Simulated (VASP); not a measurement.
# ZnS (rocksalt type) (Fm-3m) in VASP: notebook

Runs on ZnS (rocksalt type). Level: PBE. Tasks: single point.

All numbers are computed with VASP 6.6.1; they aren't measurements. Logs are shortened: lines on timing, memory, paths and dates and some standing lists are left out, and cuts for length are marked.

## Step 1: The cell of the first run

Symmetry: Fm-3m, No. 225, cubic system. The conventional cell has a = 5.017 Å, b = 5.017 Å, c = 5.017 Å, α = 90.00°, β = 90.00°, γ = 90.00°. Within 3.3 Å of Zn (site symmetry m-3m) lie 6 S at 2.51 Å. S (site symmetry m-3m) has 6 Zn at 2.51 Å within 3.3 Å.

## Step 2: Single point, PBE (volume scaled by 0.95)

INCAR reads:

```
SYSTEM = ZnS
PREC = Accurate
ENCUT = 520
EDIFF = 1E-6
ISMEAR = -1
SIGMA = 0.05
LREAL = .False.
LASPH = .True.
NELM = 60
ALGO = Normal
ISIF = 2
LWAVE = .False.
LCHARG = .False.
GGA = PE
NBANDS = 16
```

KPOINTS reads:

```
regular mesh
0
Gamma
  15 15 15
  0 0 0
```

POSCAR reads:

```
ZnS
1.0
    0.0000000000      2.5084705592      2.5084705592
    2.5084705592      0.0000000000      2.5084705592
    2.5084705592      2.5084705592      0.0000000000
Zn S
1 1
Direct
    0.0000000000      0.0000000000      0.0000000000
    0.5000000000      0.5000000000      0.5000000000
```

Potentials or basis: VASP PAW PBE potentials, release 64 (Zn, S).

Command:

```bash
> cat potpaw_PBE.64/Zn/POTCAR potpaw_PBE.64/S/POTCAR > POTCAR
> mpirun -np 1 vasp_std > vasp.out
```

OUTCAR:

```text
SYSTEM = ZnS
   PREC = Accurate
   ENCUT = 520
   EDIFF = 1E-6
   ISMEAR = -1
   LREAL = .False.
   LASPH = .True.
   NELM = 60
   ISIF = 2
   GGA = PE

 ion  position               nearest neighbor table
   1  0.000  0.000  0.000-   2 2.51   2 2.51   2 2.51   2 2.51   2 2.51   2 2.51
   2  0.500  0.500  0.500-   1 2.51   1 2.51   1 2.51   1 2.51   1 2.51   1 2.51

  LATTYP: Found a face centered cubic cell.
 ALAT       =     5.0169411184

  Lattice vectors:

 A1 = (   0.0000000000,   2.5084705592,   2.5084705592)
 A2 = (   2.5084705592,   0.0000000000,   2.5084705592)
 A3 = (   2.5084705592,   2.5084705592,   0.0000000000)

Analysis of symmetry for initial positions (statically):
=====================================================================
 Subroutine PRICEL returns:
 Original cell was already a primitive cell.

 Routine SETGRP: Setting up the symmetry group for a
 face centered cubic supercell.

 Subroutine GETGRP returns: Found 48 space group operations
 (whereof 48 operations were pure point group operations)
 out of a pool of 48 trial point group operations.

The static configuration has the point symmetry O_h .

Analysis of symmetry for dynamics (positions and initial velocities):
=====================================================================
 Subroutine PRICEL returns:
 Original cell was already a primitive cell.

 Routine SETGRP: Setting up the symmetry group for a
 face centered cubic supercell.

 Subroutine GETGRP returns: Found 48 space group operations
 (whereof 48 operations were pure point group operations)
 out of a pool of 48 trial point group operations.

The dynamic configuration has the point symmetry O_h .

 Subroutine INISYM returns: Found 48 space group operations
 (whereof 48 operations are pure point group operations),
 and found     1 'primitive' translations

----------------------------------------------------------------------------------------

                                     Primitive cell

  volume of cell :      31.5687

  direct lattice vectors                    reciprocal lattice vectors
     0.000000000  2.508470559  2.508470559    -0.199324644  0.199324644  0.199324644
     2.508470559  0.000000000  2.508470559     0.199324644 -0.199324644  0.199324644
     2.508470559  2.508470559  0.000000000     0.199324644  0.199324644 -0.199324644

  length of vectors
     3.547513086  3.547513086  3.547513086     0.345240410  0.345240410  0.345240410

  position of ions in fractional coordinates (direct lattice)
     0.000000000  0.000000000  0.000000000
     0.500000000  0.500000000  0.500000000

  ion indices of the primitive-cell ions
   primitive index   ion index
                 1           1
                 2           2

----------------------------------------------------------------------------------------

 KPOINTS: regular mesh

Automatic generation of k-mesh.
 Grid dimensions read from file:
 generate k-points for:   15   15   15

 Generating k-lattice:

  Cartesian coordinates                     Fractional coordinates (reciprocal lattice)
    -0.013288310  0.013288310  0.013288310     0.066666667  0.000000000  0.000000000
     0.013288310 -0.013288310  0.013288310     0.000000000  0.066666667  0.000000000
     0.013288310  0.013288310 -0.013288310     0.000000000  0.000000000  0.066666667

  Length of vectors
     0.023016027  0.023016027  0.023016027

  Shift w.r.t. Gamma in fractional coordinates (k-lattice)
     0.000000000  0.000000000  0.000000000

 Subroutine IBZKPT returns following result:
 ===========================================

 Found    120 irreducible k-points:

 Following reciprocal coordinates:
            Coordinates               Weight
  0.000000  0.000000  0.000000      1.000000
  0.066667  0.000000  0.000000      8.000000
  0.133333  0.000000  0.000000      8.000000
  0.200000  0.000000  0.000000      8.000000
  0.266667  0.000000  0.000000      8.000000
  0.333333  0.000000  0.000000      8.000000
[... 16 lines left out ...]
  0.133333  0.133333  0.000000      6.000000
  0.200000  0.133333  0.000000     24.000000
 [... further k-points ...]
   k-points           NKPTS =    120   k-points in BZ     NKDIM =    120   number of bands    NBANDS=     16
   number of dos      NEDOS =    301   number of ions     NIONS =      2
   total plane-waves  NPLWV =  21952
   dimension x,y,z NGX =    28 NGY =   28 NGZ =   28
   dimension x,y,z NGXF=    56 NGYF=   56 NGZF=   56
   ions per type =               1   1
   NGX,Y,Z   is equivalent  to a cutoff of  13.12, 13.12, 13.12 a.u.
   NGXF,Y,Z  is equivalent  to a cutoff of  26.24, 26.24, 26.24 a.u.
 SYSTEM =  ZnS
   PREC   = accura    normal or accurate (medium, high low for compatibility)
   ISTART =      0    job   : 0-new  1-cont  2-samecut
   ICHARG =      2    charge: 1-file 2-atom 10-const
   ISPIN  =      1    spin polarized calculation?
   LNONCOLLINEAR =      F non collinear calculations
   LSORBIT =      F    spin-orbit coupling
   LASPH  =      T    aspherical Exc in radial PAW
   ENCUT  =  520.0 eV  38.22 Ry    6.18 a.u.   6.60  6.60  6.60*2*pi/ulx,y,z
   NELM   =     60;   NELMIN=  2; NELMDL= -5     # of ELM steps
   EDIFF  = 0.1E-05   stopping-criterion for ELM
   LREAL  =      F    real-space projection
   EDIFFG = 0.1E-04   stopping-criterion for IOM
   NSW    =      0    number of steps for IOM
   IBRION =     -1    ionic relax: 0-MD 1-quasi-New 2-CG
   NFREE  =      0    steps in history (QN), initial steepest desc. (CG)
   ISIF   =      2    stress and relaxation
   ISYM   =      2    0-nonsym 1-usesym 2-fastsym
   POTIM  = 0.5000    time-step for ionic-motion
   TEBEG  =    0.0;   TEEND  =   0.0 temperature during run
   PSTRESS=    0.0 pullay stress
   NELECT =      18.0000    total number of electrons
   NUPDOWN=      -1.0000    fix difference up-down
   EMIN   =  10.00;   EMAX   =-10.00  energy-range for DOS
   EFERMI =   0.00;   METHOD = LEGACY
   ISMEAR =    -1;   SIGMA  =   0.05  broadening in eV -4-tet -1-fermi 0-gaus
   EFERMI_NEDOS =   21; number of points for ismear=-14 and -15
   IALGO  =     38    algorithm
   IMIX   =      4    mixing-type and parameters
     AMIX     =   0.40;   BMIX     =  1.00
     AMIX_MAG =   1.60;   BMIX_MAG =  1.00
  volume/ion in A,a.u.               =      15.78       106.52
  Fermi-wavevector in a.u.,A,eV,Ry     =   1.357521  2.565343 25.073689  1.842864
  Thomas-Fermi vector in A             =   2.484433
   LORBIT       =      0    0 simple, 1 ext, 2 COOP (PROOUT), +10 PAW based schemes
   GGA     = PE    functional components
   LHFCALC =     F    Hartree Fock is set to
   AEXX    =    0.0000 exact exchange contribution
   IVDW    =     0    specifies the selected vdW correction
   LEPSILON=     F    determine dielectric tensor
   LRPA    =     F    only Hartree local field effects (RPA)
 non-spin polarized calculation
  energy-cutoff  :      520.00
  volume of cell :       31.57
 maximum number of plane-waves:       881
   NGX = 13   NGY = 13   NGZ = 13

 number of electron      18.0000015 magnetization

 Free energy of the ion-electron system (eV)
  ---------------------------------------------------
  ext. energy  EPLUGINS =         0.00000000
  ---------------------------------------------------
  free energy    TOTEN  =        -6.18910998 eV

  energy without entropy =       -6.18706491  energy(sigma->0) =       -6.18808744

 E-fermi :   4.4259     XC(G=0): -11.0415

 val. band max:        4.3670358338   @ k =  -0.4667   0.4667   0.0000
 cond. band min:       4.5722483955   @ k =   0.4667   0.4000   0.0000
 fundamental gap:      0.2052125616
 Fermi energy:         4.4258827302

 k-point     1 :       0.0000    0.0000    0.0000
  band No.  band energies     occupation
      1      -9.8281      2.00000
      2      -2.0317      2.00000
      3      -2.0317      2.00000
      4      -2.0159      2.00000
      5      -2.0159      2.00000
      6      -2.0159      2.00000
[... 8 lines left out ...]
     15      16.2101      0.00000
     16      16.2101      0.00000

 k-point     2 :       0.0667    0.0000    0.0000
  band No.  band energies     occupation
      1      -9.7723      2.00000
      2      -2.0475      2.00000
      3      -2.0475      2.00000
      4      -2.0236      2.00000
      5      -2.0094      2.00000
      6      -2.0094      2.00000
[... 8 lines left out ...]
     15      15.1168      0.00000
     16      16.1627      0.00000

 k-point     3 :       0.1333    0.0000    0.0000
  band No.  band energies     occupation
      1      -9.6079      2.00000
      2      -2.0950      2.00000
      3      -2.0950      2.00000
      4      -2.0501      2.00000
      5      -1.9876      2.00000
      6      -1.9876      2.00000
[... 8 lines left out ...]
     15      14.5439      0.00000
     16      15.9334      0.00000

 k-point     4 :       0.2000    0.0000    0.0000
  band No.  band energies     occupation
      1      -9.3450      2.00000
      2      -2.1643      2.00000
      3      -2.1643      2.00000
      4      -2.1081      2.00000
      5      -1.9545      2.00000
      6      -1.9545      2.00000
[... 8 lines left out ...]
     15      14.8970      0.00000
     16      15.7340      0.00000

 k-point     5 :       0.2667    0.0000    0.0000
  band No.  band energies     occupation
      1      -9.0036      2.00000
      2      -2.2417      2.00000
      3      -2.2417      2.00000
      4      -2.2282      2.00000
      5      -1.9160      2.00000
      6      -1.9160      2.00000
[... 8 lines left out ...]
     15      15.6383      0.00000
     16      15.7877      0.00000

 k-point     6 :       0.3333    0.0000    0.0000
  band No.  band energies     occupation
      1      -8.6215      2.00000
      2      -2.4611      2.00000
      3      -2.3139      2.00000
      4      -2.3139      2.00000
      5      -1.8787      2.00000
      6      -1.8787      2.00000
[... 8 lines left out ...]
     15      16.5833      0.00000
     16      16.5833      0.00000

 k-point     7 :       0.4000    0.0000    0.0000
  band No.  band energies     occupation
      1      -8.2654      2.00000
      2      -2.7981      2.00000
      3      -2.3690      2.00000
      4      -2.3690      2.00000
      5      -1.8494      2.00000
      6      -1.8494      2.00000
[... 8 lines left out ...]
     15      17.6162      0.00000
     16      17.6162      0.00000

 k-point     8 :       0.4667    0.0000    0.0000
  band No.  band energies     occupation
      1      -8.0383      2.00000
      2      -3.0625      2.00000
      3      -2.3987      2.00000
      4      -2.3987      2.00000
      5      -1.8332      2.00000
      6      -1.8332      2.00000
[... 8 lines left out ...]
     15      18.4552      0.00000
     16      18.4552      0.00000

 k-point     9 :       0.0667    0.0667    0.0000
  band No.  band energies     occupation
      1      -9.7539      2.00000
      2      -2.0723      2.00000
      3      -2.0275      2.00000
      4      -2.0230      2.00000
      5      -2.0113      2.00000
      6      -2.0113      2.00000
[... 8 lines left out ...]
     15      16.5467      0.00000
     16      16.5593      0.00000
[... 172 lines left out ...]
 k-point    19 :      -0.2667    0.0667    0.0000
  band No.  band energies     occupation
      1      -8.8404      2.00000
      2      -2.3436      2.00000
      3      -2.2928      2.00000
      4      -2.1945      2.00000
      5      -1.9152      2.00000
      6      -1.8858      2.00000
[... 8 lines left out ...]
     15      16.0188      0.00000
     16      17.0811      0.00000

 k-point    20 :      -0.2000    0.0667    0.0000
  band No.  band energies     occupation
      1      -9.1954      2.00000
      2      -2.2214      2.00000
      3      -2.2067      2.00000
      4      -2.1122      2.00000
      5      -1.9524      2.00000
      6      -1.9238      2.00000
[... 8 lines left out ...]
     15      15.9536      0.00000
     16      16.3241      0.00000

 k-point    21 :      -0.1333    0.0667    0.0000
  band No.  band energies     occupation
      1      -9.4839      2.00000
      2      -2.1486      2.00000
      3      -2.1181      2.00000
      4      -2.0603      2.00000
      5      -1.9836      2.00000
      6      -1.9616      2.00000
[... 8 lines left out ...]
     15      15.4727      0.00000
     16      16.4693      0.00000

 k-point    22 :      -0.0667    0.0667    0.0000
  band No.  band energies     occupation
      1      -9.6805      2.00000
      2      -2.0873      2.00000
      3      -2.0633      2.00000
      4      -2.0336      2.00000
      5      -2.0031      2.00000
      6      -1.9927      2.00000
[... 8 lines left out ...]
     15      15.2470      0.00000
     16      16.5944      0.00000

 k-point    23 :       0.1333    0.1333    0.0000
  band No.  band energies     occupation
      1      -9.5385      2.00000
      2      -2.1845      2.00000
      3      -2.0433      2.00000
      4      -2.0156      2.00000
      5      -1.9961      2.00000
      6      -1.9961      2.00000
[... 8 lines left out ...]
     15      16.8365      0.00000
     16      17.4451      0.00000

 k-point    24 :       0.2000    0.1333    0.0000
  band No.  band energies     occupation
      1      -9.3494      2.00000
      2      -2.2613      2.00000
      3      -2.0641      2.00000
      4      -2.0453      2.00000
      5      -1.9793      2.00000
      6      -1.9588      2.00000
[... 8 lines left out ...]
     15      16.5443      0.00000
     16      17.6155      0.00000

 [... further k-points ...]

------------------------ aborting loop because EDIFF is reached ----------------------------------------

  FORCE on cell =-STRESS in cart. coord.  units (eV):
  Direction    XX          YY          ZZ          XY          YZ          ZX
  --------------------------------------------------------------------------------------
  -------------------------------------------------------------------------------------
  Total        1.0161570      1.0161570      1.0161570      0.0000000      0.0000000     -0.0000000
  in kB       51.5720486     51.5720486     51.5720486      0.0000000      0.0000000     -0.0000000
  external PRESSURE =      51.5720486 kB  Pullay stress =       0.0000000 kB

 VOLUME and BASIS-vectors are now :
 -----------------------------------------------------------------------------
  energy-cutoff  :      520.00
  volume of cell :       31.57
      direct lattice vectors                 reciprocal lattice vectors
     0.000000000  2.508470559  2.508470559    -0.199324644  0.199324644  0.199324644
     2.508470559  0.000000000  2.508470559     0.199324644 -0.199324644  0.199324644
     2.508470559  2.508470559  0.000000000     0.199324644  0.199324644 -0.199324644

 POSITION                                       TOTAL-FORCE (eV/Angst)
 -----------------------------------------------------------------------------------
      0.00000      0.00000      0.00000        -0.000000      0.000000      0.000000
      2.50847      2.50847      2.50847         0.000000     -0.000000     -0.000000
 -----------------------------------------------------------------------------------
    total drift:                               -0.000000      0.000000      0.000000

  FREE ENERGIE OF THE ION-ELECTRON SYSTEM (eV)
  ---------------------------------------------------
  free  energy   TOTEN  =        -6.1891099763 eV

  energy  without entropy=       -6.1870649057  energy(sigma->0) =       -6.18808744
```

It took 36 s on 1 thread of Intel Xeon 6975P-C (Granite Rapids), shared host; peak memory 0.19 GiB.

Results:

- Free energy: -6.1891 eV
- Pressure: 5.2 GPa
- Band gap on the k mesh: zero (band 9 reaches 4.36 eV, above the bottom of band 10 at 4.11 eV)

(Continued in part 2 of 2.)
